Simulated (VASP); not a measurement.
# SnH2 (Fm-3m) in VASP: further runs

SnH2 is run at these levels: PBEsol, r2SCAN+rVV10; tasks: relaxation of cell and atoms, single point.

All numbers are computed with VASP 6.6.1; they aren't measurements. Logs are shortened: lines on timing, memory, paths and dates and some standing lists are left out, and cuts for length are marked.

## (1) The cell of the first run

Symmetry: Fm-3m, No. 225, cubic system. The conventional cell has a = 4.292 Å, b = 4.292 Å, c = 4.292 Å, α = 90.00°, β = 90.00°, γ = 90.00°. Within 2.5 Å of Sn (site symmetry m-3m) lie 8 H at 1.86 Å. Within 2.5 Å of H (site symmetry -43m) lie 4 Sn at 1.86 Å and 6 H at 2.15 Å.

## (2) Relaxation of cell and atoms, PBEsol

Input file INCAR:

```
SYSTEM = SnH2
ALGO     = Normal         ! electronic algorithm
EDIFF    = 1E-7           ! SCF threshold, eV
EDIFFG   = -0.01          ! ionic threshold
ENCUT    = 600            ! plane-wave cutoff, eV
GGA      = PS             ! functional
IBRION   = 2              ! ionic algorithm
ISIF     = 3              ! what is computed and relaxed
ISMEAR   = -1             ! smearing method
LASPH    = .True.         ! aspherical terms in the spheres
LCHARG   = .False.        ! write CHGCAR
LREAL    = .False.        ! projectors in reciprocal space
LWAVE    = .False.        ! write WAVECAR
NELM     = 100            ! most SCF steps
NSW      = 100            ! ionic steps
PREC     = Accurate       ! precision mode
SIGMA    = 0.03           ! smearing width, eV
```

Input file KPOINTS:

```
k-points
0
Gamma
  8 8 8
  0 0 0
```

Input file POSCAR:

```
SnH2
1.0
    0.0000000000      2.1461958874      2.1461958874
    2.1461958874      0.0000000000      2.1461958874
    2.1461958874      2.1461958874      0.0000000000
Sn H
1 2
Direct
    0.0000000000      0.0000000000      0.0000000000
    0.2500000000      0.2500000000      0.2500000000
    0.7500000000      0.7500000000      0.7500000000
```

Potentials or basis: VASP PAW PBE potentials, release 64 (Sn_d, H).

The run is started by

```sh
cat potpaw_PBE.64/Sn_d/POTCAR potpaw_PBE.64/H/POTCAR > POTCAR
mpirun -np 1 vasp_std > vasp.out
```

OUTCAR:

```text
SYSTEM = SnH2
   EDIFF = 1E-7
   EDIFFG = -0.01
   ENCUT = 600
   GGA = PS
   IBRION = 2
   ISIF = 3
   ISMEAR = -1
   LASPH = .True.
   LREAL = .False.
   NELM = 100
   NSW = 100
   PREC = Accurate

 ion  position               nearest neighbor table
   1  0.000  0.000  0.000-   2 1.86   3 1.86   3 1.86   3 1.86   3 1.86   2 1.86   2 1.86   2 1.86

   2  0.250  0.250  0.250-   1 1.86   1 1.86   1 1.86   1 1.86
   3  0.750  0.750  0.750-   1 1.86   1 1.86   1 1.86   1 1.86

  LATTYP: Found a face centered cubic cell.
 ALAT       =     4.2923917748

  Lattice vectors:

 A1 = (   0.0000000000,   2.1461958874,   2.1461958874)
 A2 = (   2.1461958874,   0.0000000000,   2.1461958874)
 A3 = (   2.1461958874,   2.1461958874,   0.0000000000)

Analysis of symmetry for initial positions (statically):
=====================================================================
 Subroutine PRICEL returns:
 Original cell was already a primitive cell.

 Routine SETGRP: Setting up the symmetry group for a
 face centered cubic supercell.

 Subroutine GETGRP returns: Found 48 space group operations
 (whereof 48 operations were pure point group operations)
 out of a pool of 48 trial point group operations.

The static configuration has the point symmetry O_h .

Analysis of symmetry for dynamics (positions and initial velocities):
=====================================================================
 Subroutine PRICEL returns:
 Original cell was already a primitive cell.

 Routine SETGRP: Setting up the symmetry group for a
 face centered cubic supercell.

 Subroutine GETGRP returns: Found 48 space group operations
 (whereof 48 operations were pure point group operations)
 out of a pool of 48 trial point group operations.

The dynamic configuration has the point symmetry O_h .

 Subroutine INISYM returns: Found 48 space group operations
 (whereof 48 operations are pure point group operations),
 and found     1 'primitive' translations

----------------------------------------------------------------------------------------

                                     Primitive cell

  volume of cell :      19.7714

  direct lattice vectors                    reciprocal lattice vectors
     0.000000000  2.146195887  2.146195887    -0.232970347  0.232970347  0.232970347
     2.146195887  0.000000000  2.146195887     0.232970347 -0.232970347  0.232970347
     2.146195887  2.146195887  0.000000000     0.232970347  0.232970347 -0.232970347

  length of vectors
     3.035179331  3.035179331  3.035179331     0.403516477  0.403516477  0.403516477

  position of ions in fractional coordinates (direct lattice)
     0.000000000  0.000000000  0.000000000
[... 37 lines left out ...]
  0.000000  0.000000  0.000000      1.000000
  0.125000  0.000000  0.000000      8.000000
  0.250000  0.000000  0.000000      8.000000
  0.375000  0.000000  0.000000      8.000000
  0.500000  0.000000  0.000000      4.000000
  0.125000  0.125000  0.000000      6.000000
[... 16 lines left out ...]
  0.500000  0.250000  0.125000     48.000000
 -0.375000  0.250000  0.125000     24.000000
 [... further k-points ...]
   k-points           NKPTS =     29   k-points in BZ     NKDIM =     29   number of bands    NBANDS=     12
   number of dos      NEDOS =    301   number of ions     NIONS =      3
   total plane-waves  NPLWV =  13824
   dimension x,y,z NGX =    24 NGY =   24 NGZ =   24
   dimension x,y,z NGXF=    48 NGYF=   48 NGZF=   48
   ions per type =               1   2
   NGX,Y,Z   is equivalent  to a cutoff of  13.15, 13.15, 13.15 a.u.
   NGXF,Y,Z  is equivalent  to a cutoff of  26.29, 26.29, 26.29 a.u.
 SYSTEM =  SnH2
   PREC   = accura    normal or accurate (medium, high low for compatibility)
   ISTART =      0    job   : 0-new  1-cont  2-samecut
   ICHARG =      2    charge: 1-file 2-atom 10-const
   ISPIN  =      1    spin polarized calculation?
   LNONCOLLINEAR =      F non collinear calculations
   LSORBIT =      F    spin-orbit coupling
   LASPH  =      T    aspherical Exc in radial PAW
   ENCUT  =  600.0 eV  44.10 Ry    6.64 a.u.   6.06  6.06  6.06*2*pi/ulx,y,z
   NELM   =    100;   NELMIN=  2; NELMDL= -5     # of ELM steps
   EDIFF  = 0.1E-06   stopping-criterion for ELM
   LREAL  =      F    real-space projection
   EDIFFG = -.1E-01   stopping-criterion for IOM
   NSW    =    100    number of steps for IOM
   IBRION =      2    ionic relax: 0-MD 1-quasi-New 2-CG
   NFREE  =      1    steps in history (QN), initial steepest desc. (CG)
   ISIF   =      3    stress and relaxation
   ISYM   =      2    0-nonsym 1-usesym 2-fastsym
   POTIM  = 0.5000    time-step for ionic-motion
   TEBEG  =    0.0;   TEEND  =   0.0 temperature during run
   PSTRESS=    0.0 pullay stress
   NELECT =      16.0000    total number of electrons
   NUPDOWN=      -1.0000    fix difference up-down
   EMIN   =  10.00;   EMAX   =-10.00  energy-range for DOS
   EFERMI =   0.00;   METHOD = LEGACY
   ISMEAR =    -1;   SIGMA  =   0.03  broadening in eV -4-tet -1-fermi 0-gaus
   EFERMI_NEDOS =   21; number of points for ismear=-14 and -15
   IALGO  =     38    algorithm
   IMIX   =      4    mixing-type and parameters
     AMIX     =   0.40;   BMIX     =  1.00
     AMIX_MAG =   1.60;   BMIX_MAG =  1.00
  volume/ion in A,a.u.               =       6.59        44.47
  Fermi-wavevector in a.u.,A,eV,Ry     =   1.525582  2.882931 31.666193  2.327399
  Thomas-Fermi vector in A             =   2.633732
   LORBIT       =      0    0 simple, 1 ext, 2 COOP (PROOUT), +10 PAW based schemes
   GGA     = PS    functional components
   LHFCALC =     F    Hartree Fock is set to
   AEXX    =    0.0000 exact exchange contribution
   IVDW    =     0    specifies the selected vdW correction
   LEPSILON=     F    determine dielectric tensor
   LRPA    =     F    only Hartree local field effects (RPA)
 conjugate gradient relaxation of ions
 non-spin polarized calculation
  energy-cutoff  :      600.00
  volume of cell :       19.77
 maximum number of plane-waves:       684
   NGX = 13   NGY = 13   NGZ = 13

--------------------------------------- Ionic step        1  -------------------------------------------

 number of electron      16.0000006 magnetization

 Free energy of the ion-electron system (eV)
  ---------------------------------------------------
  ext. energy  EPLUGINS =         0.00000000
  ---------------------------------------------------
  free energy    TOTEN  =        -5.87161852 eV

  energy without entropy =       -5.86797385  energy(sigma->0) =       -5.86979618

 E-fermi :  15.0860     XC(G=0): -13.0800

 val. band max:       15.0570713658   @ k =  -0.3750   0.1250   0.0000
 cond. band min:      15.0878914200   @ k =   0.5000   0.3750   0.0000
 fundamental gap:      0.0308200542
 Fermi energy:        15.0859637245
[... 839 lines left out ...]
--------------------------------------- Ionic step        4  -------------------------------------------

 number of electron      16.0000016 magnetization

 Free energy of the ion-electron system (eV)
  ---------------------------------------------------
  ext. energy  EPLUGINS =         0.00000000
  ---------------------------------------------------
  free energy    TOTEN  =        -9.42553090 eV

  energy without entropy =       -9.42373489  energy(sigma->0) =       -9.42463290

 E-fermi :   6.2504     XC(G=0): -10.0658

 val. band max:        5.8837288807   @ k =  -0.3750   0.3750   0.1250
 cond. band min:       6.3010807837   @ k =  -0.2500   0.3750   0.1250
 fundamental gap:      0.4173519030
 Fermi energy:         6.2504249754
[... 390 lines left out ...]
  FREE ENERGIE OF THE ION-ELECTRON SYSTEM (eV)
  ---------------------------------------------------
  free  energy   TOTEN  =        -9.4255309028 eV

  energy  without entropy=       -9.4237348883  energy(sigma->0) =       -9.42463290

 reached required accuracy - stopping structural energy minimisation
```

CONTCAR:

```text
SnH2
   1.00000000000000
     0.0000000000000000    2.6291442358482064    2.6291442358482064
     2.6291442358482064    0.0000000000000000    2.6291442358482064
     2.6291442358482064    2.6291442358482064    0.0000000000000000
  Sn              H
     1     2
Direct
     1.0000000000000000    0.0000000000000000    1.0000000000000000
     0.2500000000000000    0.2500000000000000    0.2500000000000000
     0.7500000000000000    0.7500000000000000    0.7500000000000000

  0.00000000E+00  0.00000000E+00  0.00000000E+00
  0.00000000E+00  0.00000000E+00  0.00000000E+00
  0.00000000E+00  0.00000000E+00  0.00000000E+00
```

It took 34 s on 1 thread of Intel Xeon Platinum 8375C at 2.90GHz (Ice Lake), shared host; peak memory 0.14 GiB.

Results:

```
Free energy                           : -9.4255 eV
Relaxed volume                        : 12.12 Å³/atom
Relaxed cell                          : a = 3.718 Å, b = 3.718 Å, c = 3.718 Å, α = 60.00°, β = 60.00°, γ = 60.00°
Space group after relaxing (to 0.1 Å) : Fm-3m (No. 225)
Energy gained by relaxing             : 1184.6 meV/atom
Ionic steps                           : 4
Pressure after relaxing               : 0.0 GPa
Band gap on the k mesh                : zero (bands 8 and 9 overlap by 5.75 eV)
```

Step by step:
```tsv
step	energy change (eV)	largest force (eV/Å)	pressure (GPa)	volume (Å³)
1	0.0000	0.0000	117.15	19.77
2	-3.5513	0.0000	-1.19	37.01
3	-3.5495	0.0000	1.67	35.46
4	-3.5539	0.0000	-0.04	36.35
```

Final structure:
```cif
data_structure
_symmetry_space_group_name_H-M 'P 1'
_symmetry_Int_Tables_number 1
_cell_length_a 3.7182
_cell_length_b 3.7182
_cell_length_c 3.7182
_cell_angle_alpha 60.000
_cell_angle_beta 60.000
_cell_angle_gamma 60.000
_cell_volume 36.35
loop_
_atom_site_label
_atom_site_type_symbol
_atom_site_fract_x
_atom_site_fract_y
_atom_site_fract_z
_atom_site_occupancy
Sn1 Sn 0.00000 0.00000 0.00000 1
H1 H 0.25000 0.25000 0.25000 1
H2 H 0.75000 0.75000 0.75000 1
```

Caveat: the volume moved by over 15 % at a fixed basis, so the end points are rough; the structure was generated, so it needn't be the stable form of SnH2; the PAW data sets were made with another functional, which shifts forces and pressure a little; spin-orbit coupling is left out, which moves the levels of the heavy elements.

## (3) Single point, r2SCAN+rVV10

This run uses another cell than the first one, of 12.33 Å³/atom.

Input file POSCAR:

```
SnH2
1.0
    0.0000000000      2.6442434342      2.6442434342
    2.6442434342      0.0000000000      2.6442434342
    2.6442434342      2.6442434342      0.0000000000
Sn H
1 2
Direct
    0.0000000000      0.0000000000      0.0000000000
    0.2500000000      0.2500000000      0.2500000000
    0.7500000000      0.7500000000      0.7500000000
```

Input file INCAR.step1:

```
ALGO = Normal
EDIFF = 1E-4
ENCUT = 520
GGA = PE
ISMEAR = -1
LASPH = True
LCHARG = False
LREAL = False
LWAVE = True
NBANDS = 15
NELM = 80
PREC = Accurate
SIGMA = 0.03
```

Input file INCAR.step2:

```
ALGO = Normal
BPARAM = 11.95
CPARAM = 0.0093
EDIFF = 1E-6
ENCUT = 520
ISIF = 2
ISMEAR = -1
ISTART = 1
IVDW_NL = 2
LASPH = True
LCHARG = False
LMIXTAU = True
LREAL = False
LUSE_VDW = True
LWAVE = False
METAGGA = R2SCAN
NBANDS = 15
NELM = 80
PREC = Accurate
SIGMA = 0.03
```

Input file KPOINTS:

```
k-points
0
Gamma
  10 10 10
```

Potentials or basis: VASP PAW PBE potentials, release 64 (Sn_d, H).

The run is started by

```sh
cat potpaw_PBE.64/Sn_d/POTCAR potpaw_PBE.64/H/POTCAR > POTCAR
cp INCAR.step1 INCAR
mpirun -np 1 vasp_std > vasp.out
cp INCAR.step2 INCAR
mpirun -np 1 vasp_std > vasp.out
```

Wall time 2.5 min (1 thread of Intel Xeon Platinum 8375C at 2.90GHz (Ice Lake), shared host); peak memory 0.27 GiB.

The run converged. Its results:

| Item | Value |
| --- | --- |
| Free energy | -29.4723 eV |
| Pressure | 0.4 GPa |
| Band gap on the k mesh | zero (bands 8 and 9 overlap by 5.70 eV) |

Levels at points of the mesh, in eV from the Fermi level:
```tsv
k point	band 4	band 5	band 6	band 7	band 8	band 9	band 10	band 11	band 12	band 13
(0.00, 0.00, 0.00)	-22.57	-22.57	-12.31	-1.26	4.81	4.81	4.81	5.72	8.35	8.35
(0.50, 0.00, 0.00)	-22.54	-22.54	-8.84	-7.18	0.59	3.12	3.12	4.09	8.04	8.04
(0.50, 0.50, 0.00)	-22.53	-22.53	-7.37	-6.35	-3.00	0.40	0.40	4.10	10.35	17.63
```

Caveat: the structure was generated, so it needn't be the stable form of SnH2; the PAW data sets were made with another functional, which shifts forces and pressure a little; spin-orbit coupling is left out, which moves the levels of the heavy elements.

[end of part 1 of 2]

The gap in the log of VASP goes by the Fermi energy; the results here count the filled bands.